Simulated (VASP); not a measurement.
# GaN (P6_3mc) in VASP: notebook, part 2 of 2

VASP 6.6.1. The steps go on from the part before.

## 4. Single point, HF

POSCAR reads:

```
GaN
1.0
    3.1800000000      0.0000000000      0.0000000000
   -1.5900000000      2.7539607840      0.0000000000
    0.0000000000      0.0000000000      5.1660000000
Ga N
2 2
Direct
    0.6666666667      0.3333333333      0.5000000000
    0.3333333333      0.6666666667      0.0000000000
    0.6666666667      0.3333333333      0.8750000000
    0.3333333333      0.6666666667      0.3750000000
```

INCAR.step1 reads:

```
SYSTEM = GaN
ALGO     = Normal         ! electronic algorithm
EDIFF    = 1E-5           ! SCF threshold, eV
ENCUT    = 520            ! plane-wave cutoff, eV
GGA      = PE             ! functional
ISIF     = 2              ! what is computed and relaxed
ISMEAR   = -1             ! smearing method
LASPH    = .TRUE.         ! aspherical terms in the spheres
LCHARG   = .FALSE.        ! write CHGCAR
LREAL    = .FALSE.        ! projectors in reciprocal space
LUSENCCL = .FALSE.      
LWAVE    = .TRUE.         ! write WAVECAR
NBANDS   = 26             ! bands
NELM     = 60             ! most SCF steps
PREC     = Accurate       ! precision mode
SIGMA    = 0.05           ! smearing width, eV
```

INCAR.step2 reads:

```
SYSTEM = GaN
AEXX     = 1.0            ! exact-exchange fraction
AGGAC    = 0.0          
ALDAC    = 0.0          
ALGO     = Normal         ! electronic algorithm
EDIFF    = 1E-6           ! SCF threshold, eV
ENCUT    = 520            ! plane-wave cutoff, eV
GGA      = PE             ! functional
ISIF     = 2              ! what is computed and relaxed
ISMEAR   = -1             ! smearing method
ISTART   = 1            
LASPH    = .TRUE.         ! aspherical terms in the spheres
LCHARG   = .FALSE.        ! write CHGCAR
LHFCALC  = .TRUE.         ! exact exchange
LREAL    = .FALSE.        ! projectors in reciprocal space
LUSENCCL = .FALSE.      
LWAVE    = .FALSE.        ! write WAVECAR
NBANDS   = 26             ! bands
NELM     = 60             ! most SCF steps
PREC     = Accurate       ! precision mode
PRECFOCK = Normal       
SIGMA    = 0.05           ! smearing width, eV
```

KPOINTS reads:

```
k-points
0
G
  5 5 3
  0 0 0
```

Potentials or basis: VASP PAW PBE potentials, release 64 (Ga_d, N).

Command:

```console
$ cat potpaw_PBE.64/Ga_d/POTCAR potpaw_PBE.64/N/POTCAR > POTCAR
$ cp INCAR.step1 INCAR
$ mpirun -np 1 vasp_std > vasp.out
$ cp INCAR.step2 INCAR
$ mpirun -np 1 vasp_std > vasp.out
```

OUTCAR:

```text
SYSTEM = GaN
   AEXX = 1.0
   EDIFF = 1E-6
   ENCUT = 520
   GGA = PE
   ISIF = 2
   ISMEAR = -1
   ISTART = 1
   LASPH = .TRUE.
   LHFCALC = .TRUE.
   LREAL = .FALSE.
   NELM = 60
   PREC = Accurate
   PRECFOCK = Normal

 ion  position               nearest neighbor table
   1  0.667  0.333  0.500-   3 1.94   4 1.95   4 1.95   4 1.95
   2  0.333  0.667  0.000-   4 1.94   3 1.95   3 1.95   3 1.95
   3  0.667  0.333  0.875-   1 1.94   2 1.95   2 1.95   2 1.95
   4  0.333  0.667  0.375-   2 1.94   1 1.95   1 1.95   1 1.95

  LATTYP: Found a hexagonal cell.
 ALAT       =     3.1800000000
 C/A-ratio  =     1.6245283019

  Lattice vectors:

 A1 = (   3.1800000000,   0.0000000000,   0.0000000000)
 A2 = (  -1.5900000000,   2.7539607840,   0.0000000000)
 A3 = (   0.0000000000,   0.0000000000,   5.1660000000)

Analysis of symmetry for initial positions (statically):
=====================================================================
 Subroutine PRICEL returns:
 Original cell was already a primitive cell.

 Routine SETGRP: Setting up the symmetry group for a
 hexagonal supercell.

 Subroutine GETGRP returns: Found 12 space group operations
 (whereof  6 operations were pure point group operations)
 out of a pool of 24 trial point group operations.

The static configuration has the point symmetry C_3v.
 The point group associated with its full space group is C_6v.

Analysis of symmetry for dynamics (positions and initial velocities):
=====================================================================
 Subroutine PRICEL returns:
 Original cell was already a primitive cell.

[... 117 lines left out ...]
     AMIX_MAG =   1.60;   BMIX_MAG =  1.00
  volume/ion in A,a.u.               =      11.31        76.33
  Fermi-wavevector in a.u.,A,eV,Ry     =   1.517036  2.866782 31.312427  2.301398
  Thomas-Fermi vector in A             =   2.626345
   LORBIT       =      0    0 simple, 1 ext, 2 COOP (PROOUT), +10 PAW based schemes
   GGA     = PE    functional components
   LHFCALC =     T    Hartree Fock is set to
   PRECFOCK=normal    Normal, Fast or Accurate (Low or Medium for compatibility)
   ENCUT4O =  -1.0   cutoff for four orbital integrals eV
   NKREDX  =     1    reduce k-point grid by
   NKREDY  =     1    reduce k-point grid by
   NKREDZ  =     1    reduce k-point grid by
   AEXX    =    1.0000 exact exchange contribution
   HFSCREEN=    0.0000 screening length (either q_TF or 0.3 A-1)
   HFSCREENC=   0.0000 screening length for correlation (either q_TF or 0.3 A-1)
   ENCUTFOCK=  -1.0 apply spherical cutoff to Coloumb kernel
   IVDW    =     0    specifies the selected vdW correction
   LEPSILON=     F    determine dielectric tensor
   LRPA    =     F    only Hartree local field effects (RPA)
 non-spin polarized calculation
  energy-cutoff  :      520.00
  volume of cell :       45.24
 maximum number of plane-waves:      1232
 NGX is ok and might be reduce to    24
  NGX = 18; NGY = 18; NGZ = 30

 number of electron      36.0000002 magnetization

 Free energy of the ion-electron system (eV)
  ---------------------------------------------------
  ext. energy  EPLUGINS =         0.00000000
  ---------------------------------------------------
  free energy    TOTEN  =       -48.01279249 eV

  energy without entropy =      -48.01279249  energy(sigma->0) =      -48.01279249

 E-fermi :   2.7505     XC(G=0):   0.0000

 val. band max:        1.7322438630   @ k =   0.0000   0.0000   0.0000
 cond. band min:      12.6801816528   @ k =   0.0000   0.0000   0.0000
 fundamental gap:     10.9479377898
 Fermi energy:         2.7505037030

 k-point     1 :       0.0000    0.0000    0.0000
  band No.  band energies     occupation
      1     -20.9314      2.00000
      2     -20.2164      2.00000
      3     -20.1890      2.00000
      4     -20.1890      2.00000
      5     -20.1265      2.00000
      6     -20.1265      2.00000
[... 279 lines left out ...]
     25      24.6236      0.00000
     26      25.8790      0.00000

------------------------ aborting loop because EDIFF is reached ----------------------------------------

  FORCE on cell =-STRESS in cart. coord.  units (eV):
  Direction    XX          YY          ZZ          XY          YZ          ZX
  --------------------------------------------------------------------------------------
  -------------------------------------------------------------------------------------
  Total        0.7108008      0.7108008      0.9737962      0.0000000      0.0000000      0.0000000
  in kB       25.1720851     25.1720851     34.4857261      0.0000000      0.0000000      0.0000000
  external PRESSURE =      28.2766321 kB  Pullay stress =       0.0000000 kB

 VOLUME and BASIS-vectors are now :
 -----------------------------------------------------------------------------
  energy-cutoff  :      520.00
  volume of cell :       45.24
      direct lattice vectors                 reciprocal lattice vectors
     3.180000000  0.000000000  0.000000000     0.314465409  0.181556688 -0.000000000
    -1.590000000  2.753960784  0.000000000     0.000000000  0.363113377  0.000000000
     0.000000000  0.000000000  5.166000000     0.000000000 -0.000000000  0.193573364

 POSITION                                       TOTAL-FORCE (eV/Angst)
 -----------------------------------------------------------------------------------
      1.59000      0.91799      2.58300        -0.000000      0.000000     -0.204451
     -0.00000      1.83597      0.00000         0.000000     -0.000000     -0.204451
      1.59000      0.91799      4.52025         0.000000     -0.000000      0.204451
     -0.00000      1.83597      1.93725        -0.000000      0.000000      0.204451
 -----------------------------------------------------------------------------------
    total drift:                               -0.000001     -0.000001      0.000570

  FREE ENERGIE OF THE ION-ELECTRON SYSTEM (eV)
  ---------------------------------------------------
  free  energy   TOTEN  =       -48.0127924912 eV

  energy  without entropy=      -48.0127924911  energy(sigma->0) =      -48.01279249
```

OUTCAR.step1:

```text
SYSTEM = GaN
   EDIFF = 1E-5
   ENCUT = 520
   GGA = PE
   ISIF = 2
   ISMEAR = -1
   LASPH = .TRUE.
[... 504 lines left out ...]
     -0.00000      1.83597      0.00000         0.000000     -0.000000     -0.133621
      1.59000      0.91799      4.52025        -0.000000      0.000000      0.133621
     -0.00000      1.83597      1.93725        -0.000000     -0.000000      0.133621
 -----------------------------------------------------------------------------------
    total drift:                               -0.000001     -0.000001     -0.000189

  FREE ENERGIE OF THE ION-ELECTRON SYSTEM (eV)
  ---------------------------------------------------
  free  energy   TOTEN  =       -24.2663556978 eV

  energy  without entropy=      -24.2663556975  energy(sigma->0) =      -24.26635570
```

OSZICAR.step1:

```text
N       E                     dE             d eps       ncg     rms          rms(c)
DAV:   1     0.280948224943E+03    0.28095E+03   -0.17695E+04   584   0.259E+03
DAV:   2     0.740669709580E+01   -0.27354E+03   -0.25864E+03   560   0.492E+02
DAV:   3    -0.271353193214E+02   -0.34542E+02   -0.34051E+02   608   0.142E+02
DAV:   4    -0.283092236098E+02   -0.11739E+01   -0.11688E+01   642   0.278E+01
DAV:   5    -0.283314091828E+02   -0.22186E-01   -0.22177E-01   616   0.375E+00    0.110E+01
DAV:   6    -0.241864952784E+02    0.41449E+01   -0.10001E+01   866   0.495E+01    0.306E+00
DAV:   7    -0.242841178654E+02   -0.97623E-01   -0.14262E+00   542   0.896E+00    0.272E+00
DAV:   8    -0.242789955847E+02    0.51223E-02   -0.13634E-01   846   0.506E+00    0.758E-01
DAV:   9    -0.242658376300E+02    0.13158E-01   -0.45204E-02   862   0.366E+00    0.327E-01
DAV:  10    -0.242663726402E+02   -0.53501E-03   -0.39874E-03   546   0.399E-01    0.483E-02
DAV:  11    -0.242663563012E+02    0.16339E-04   -0.28917E-04   784   0.313E-01    0.336E-02
DAV:  12    -0.242663556978E+02    0.60348E-06   -0.42160E-05   598   0.636E-02
   1 F= -.24266356E+02 E0= -.24266356E+02  d E =-.238354E-09
```

It took 22 min on 1 × NVIDIA H100 80GB with 1 thread of AMD EPYC 7R13 (Zen 3), shared host; peak memory 1.2 GiB.

Results:

* Free energy: -48.0128 eV
* Pressure: 2.8 GPa
* Largest force: 0.204 eV/Å
* Band gap on the k mesh: 10.95 eV, direct

Forces on the atoms (eV/Å):
```
Ga   0.000  0.000 -0.204
Ga   0.000  0.000 -0.204
N    0.000  0.000  0.204
N    0.000  0.000  0.204
```

Caveat: the k points lie up to 0.46 Å⁻¹ apart; the PAW data sets were made with another functional, which shifts forces and pressure a little.

## 5. The runs side by side

```tsv
level	cell	k mesh	smearing	grid for exact exchange (PRECFOCK)	gap on the mesh (eV)	pressure (GPa)	largest force (eV/Å)
PBE	a = 3.180, b = 3.180, c = 5.166 Å, angles 90.0, 90.0, 120.0°, 4 atoms	6 × 6 × 4	gaussian 0.01 eV	-	1.97	7.3	0.13
r2SCAN0	a = 3.166, b = 3.166, c = 5.146 Å, angles 90.0, 90.0, 120.0°, 4 atoms	5 × 5 × 3	fermi-dirac 0.05 eV	Normal	4.39	1.1	-
HF	a = 3.180, b = 3.180, c = 5.166 Å, angles 90.0, 90.0, 120.0°, 4 atoms	5 × 5 × 3	fermi-dirac 0.05 eV	Normal	10.95	2.8	0.20
```

Alike in all rows: task single point; potentials or basis VASP PAW PBE potentials, release 64 (Ga_d, N); no spin polarisation; cutoff (eV) 520.

Caveats: some runs use coarse meshes; the PAW data sets were made with another functional, which shifts forces and pressure a little (some runs).

Absolute energies hang on the potentials; compare differences alone.
